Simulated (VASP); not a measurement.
Set up this calculation in VASP 6.6.1, as the native input.

```
Task                   : single point
Functional             : PBE
Potentials or basis    : VASP PAW PBE potentials, release 64 (Na_pv, I)
Cutoff                 : 520 eV
k mesh                 : 12 × 12 × 1
Occupations            : gaussian, width 0.1 eV
Spin                   : no spin polarisation
Dipole correction      : yes
Further INCAR settings : ALGO = Normal; EDIFF = 1e-06; NBANDS = 18
```

The structure of NaI2 lies in POSCAR:

```
NaI2
1.0
    3.7021245736      0.0000000000      0.0000000000
    0.0000000000      3.7021245736      0.0000000000
    0.0000000000      0.0000000000     32.2772992577
Na I
1 2
Direct
    0.0000000000      0.0000000000      0.2788337379
    0.5000000000      0.5000000000      0.3441633049
    0.5000000000      0.5000000000      0.2135041708
```

One way to write it, as run:

INCAR

```
PREC = Accurate
ENCUT = 520
EDIFF = 1E-6
ISMEAR = 0
SIGMA = 0.1
LREAL = F
LASPH = T
NELM = 100
ALGO = Normal
ISIF = 2
LWAVE = F
LCHARG = F
LDIPOL = T
IDIPOL = 3
DIPOL = 0.5 0.5 0.279
GGA = PE
NBANDS = 18
```

KPOINTS

```
regular mesh
0
Gamma
  12 12 1
```

Potentials or basis: VASP PAW PBE potentials, release 64 (Na_pv, I).

The run is started by

```bash
$ cat potpaw_PBE.64/Na_pv/POTCAR potpaw_PBE.64/I/POTCAR > POTCAR
$ mpirun -np 1 vasp_std > vasp.out
```

Wall time 3.8 min on 1 thread of Intel(R) Xeon(R) Platinum 8488C (Sapphire Rapids), on a shared host, peak memory 0.55 GiB.
